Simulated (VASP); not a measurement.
Here is a VASP 6.6.1 calculation.

The input INCAR:

```
ALGO = Normal
EDIFF = 1E-8
ENCUT = 520
GGA = PS
ISIF = 2
ISMEAR = -1
LASPH = T
LCHARG = F
LEFG = T
LREAL = F
LWAVE = F
NBANDS = 16
NELM = 100
PREC = Accurate
SIGMA = 0.15
```

The input KPOINTS:

```
k-points
0
Gamma
  18 18 14
```

File POSCAR:

```
WC
1.0
    2.8993973064      0.0000000000      0.0000000000
   -1.4496986532      2.5109517230      0.0000000000
    0.0000000000      0.0000000000      2.8265238297
W C
1 1
Direct
    0.0000000000      0.0000000000      0.0000000000
    0.6666666667      0.3333333333      0.5000000000
```

Potentials or basis: VASP PAW PBE potentials, release 64 (W_sv, C).

The run is started by

```bash
$ cat potpaw_PBE.64/W_sv/POTCAR potpaw_PBE.64/C/POTCAR > POTCAR
$ mpirun -np 1 vasp_std > vasp.out
```

(1) What does it give for the pressure?

(2) Estimate the band gap on the k mesh.

Answers

(1) 1.3 GPa.

(2) zero (bands 9 and 10 overlap by 1.23 eV).

Caveat: without QUAD_EFG the Cq values of the log hold for a quadrupole moment of 1 mb, not for the nuclei; the PAW data sets were made with another functional, which shifts forces and pressure a little; spin-orbit coupling is left out, which moves the levels of the heavy elements.
